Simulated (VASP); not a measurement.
Set up this calculation in VASP 6.6.1, as the native input.

* Task: relaxation of cell and atoms
* Functional: PBEsol
* Dispersion: D4
* Potentials or basis: VASP PAW PBE potentials, release 64 (Te, Sn_d)
* Cutoff: 600 eV
* k mesh: 7 × 7 × 7
* Occupations: fermi-dirac, width 0.05 eV
* Spin: no spin polarisation
* Dipole correction: no
* Further INCAR settings: ALGO = Normal; EDIFF = 1e-07; IBRION = 2; EDIFFG = -0.01; NSW = 60; ISIF = 3

The structure of SnTe lies in POSCAR:

```
SnTe
1.0
    3.9047000000      0.0000000000      0.0000000000
    0.0000000000      3.9047000000      0.0000000000
    0.0000000000      0.0000000000      3.9047000000
Te Sn
1 1
Direct
    0.5000000000      0.5000000000      0.5000000000
    0.0000000000      0.0000000000      0.0000000000
```

These files were run (other wordings do the same):

INCAR

```
SYSTEM = SnTe
ALGO = Normal
EDIFF = 1E-7
EDIFFG = -0.01
ENCUT = 600
GGA = PS
IBRION = 2
ISIF = 3
ISMEAR = -1
IVDW = 13
LASPH = .TRUE.
LCHARG = .FALSE.
LREAL = .FALSE.
LWAVE = .FALSE.
NELM = 60
NSW = 60
PREC = Accurate
SIGMA = 0.05
```

KPOINTS

```
k-points
0
G
  7 7 7
  0 0 0
```

Potentials or basis: VASP PAW PBE potentials, release 64 (Te, Sn_d).

The run is started by

```bash
$ cat potpaw_PBE.64/Te/POTCAR potpaw_PBE.64/Sn_d/POTCAR > POTCAR
$ mpirun -np 1 vasp_std > vasp.out
```

Results of the run:

```yaml
Relaxed_volume: 26.37 Å³/atom
Relaxed_cell: a = 3.750 Å, b = 3.750 Å, c = 3.750 Å, α = 90.00°, β = 90.00°, γ = 90.00°
Space_group_after_relaxing_to_0.05_Å: Pm-3m (No. 221)
Energy_gained_by_relaxing: 63.6 meV/atom
Ionic_steps: 12
Pressure_after_relaxing: -0.1 GPa
Band_gap_on_the_k_mesh: zero (band 10 reaches 8.85 eV, above the bottom of band 11 at 7.21 eV)
Dispersion_energy_per_atom: -0.297 eV
```

Caveat: the PAW data sets were made with another functional, which shifts forces and pressure a little; spin-orbit coupling is left out, which moves the levels of the heavy elements; pairwise dispersion overbinds metals, which lowers pressure and volume.

Wall time 67 s on 1 thread of AMD EPYC 7R43 64-Core Processor (Zen 3), on a shared host, peak memory 0.16 GiB.
